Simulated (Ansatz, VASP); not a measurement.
Two plane-wave programs on CuP

INCAR

```
SYSTEM = CuP
PREC = Accurate
ENCUT = 600
EDIFF = 1E-7
ISMEAR = 0
SIGMA = 0.1
LREAL = .False.
LASPH = .True.
NELM = 80
ALGO = Normal
ISIF = 3
LWAVE = .False.
LCHARG = .False.
GGA = PE
IBRION = 2
NSW = 100
EDIFFG = -0.01
```

File KPOINTS:

```
Automatic mesh
0
Gamma
  18 18 18
  0 0 0
```

Contents of POSCAR:

```
CuP
1.0
    0.0000000000      2.6009943249      2.6009943249
    2.6009943249      0.0000000000      2.6009943249
    2.6009943249      2.6009943249      0.0000000000
Cu P
1 1
Direct
    0.0000000000      0.0000000000      0.0000000000
    0.2500000000      0.2500000000      0.2500000000
```

Input for Ansatz:

```yaml
crystal:
  lattice:
    - [0.0, 2.6009943249, 2.6009943249]
    - [2.6009943249, 0.0, 2.6009943249]
    - [2.6009943249, 2.6009943249, 0.0]
  atoms:
    - { symbol: Cu, position: [0.0, 0.0, 0.0] }
    - { symbol: P, position: [0.25, 0.25, 0.25] }
basis:
  ecutwfc: 420
kpoints:
  mp_grid: { grid: [18, 18, 18] }
hamiltonian:
  xc: pbe
scf:
  occupations: { method: gaussian, width: 0.1 }
output:
  forces: true
  stress: true
  eigenvalues: true
relax:
  adjacent_minimum: "off"
  f_tol: 0.01
  max_steps: 80
  cell: { stress_tol: 0.05 }
```

Alike in both runs: task relaxation of cell and atoms; functional PBE; k mesh 18 × 18 × 18; occupations gaussian, width 0.1 eV; no spin polarisation.

```csv
,VASP,Ansatz
version,VASP 6.6.1,Ansatz 0.2.0
potentials or method,"VASP PAW PBE potentials, release 64 (Cu, P), cutoff 600 eV","scalar-relativistic, plane waves, PAW"
valence electrons in the cell,16,24
```

Ansatz gave:

- gap on the k mesh at the Fermi level, each at its own relaxed structure (eV): none
- relaxed volume (Å³/atom): 17.60
- relaxed cell length with the largest relative difference (Å): 3.678

**Question.** Estimate VASP's values.

**Answer.** gap on the k mesh at the Fermi level, each at its own relaxed structure (eV): none; relaxed volume (Å³/atom): 17.66; relaxed cell length with the largest relative difference (Å): 3.683.

A gap of «none» marks a metal or a gap that the smearing closes. VASP's potentials hold 16 valence electrons a cell and Ansatz's 24, so a difference there can come from the potentials and not from the codes.
